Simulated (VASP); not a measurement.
**LiF: single point with PBE**

Crystal: LiF.

```xyz
2
Lattice="0.0000 1.9868 1.9868 1.9868 0.0000 1.9868 1.9868 1.9868 0.0000" Properties=species:S:1:pos:R:3 pbc="T T T"
Li    0.0000    0.0000    0.0000
F     1.9868    1.9868    1.9868
```

This cell differs from its parent crystal: volume scaled by 0.96.

```
Program             : VASP 6.6.1
Task                : single point
Functional          : PBE
Potentials or basis : VASP PAW PBE potentials, release 64 (Li_sv, F)
Cutoff              : 520 eV
k mesh              : 10 × 10 × 10
Occupations         : fermi-dirac, width 0.03 eV
Spin                : no spin polarisation
```

- Band gap on the k mesh: 9.46 eV, direct

Levels at points of the mesh, in eV from the valence-band top:
| k point | band 3 | band 4 | band 5 | band 6 | band 7 | band 8 |
| --- | --- | --- | --- | --- | --- | --- |
| (0.00, 0.00, 0.00) | 0.00 | 0.00 | 0.00 | 9.46 | 24.51 | 24.51 |
| (0.50, 0.00, 0.00) | -2.64 | -0.24 | -0.24 | 10.99 | 17.24 | 19.22 |
| (0.50, 0.50, 0.00) | -3.18 | -1.06 | -1.06 | 15.20 | 16.67 | 17.95 |

Run time: 6.5 s on 1 thread of AMD EPYC 9R45 96-Core Processor (Zen 5), with other jobs on the host, peak memory 0.1 GiB.

 A k mesh can miss the band edges.
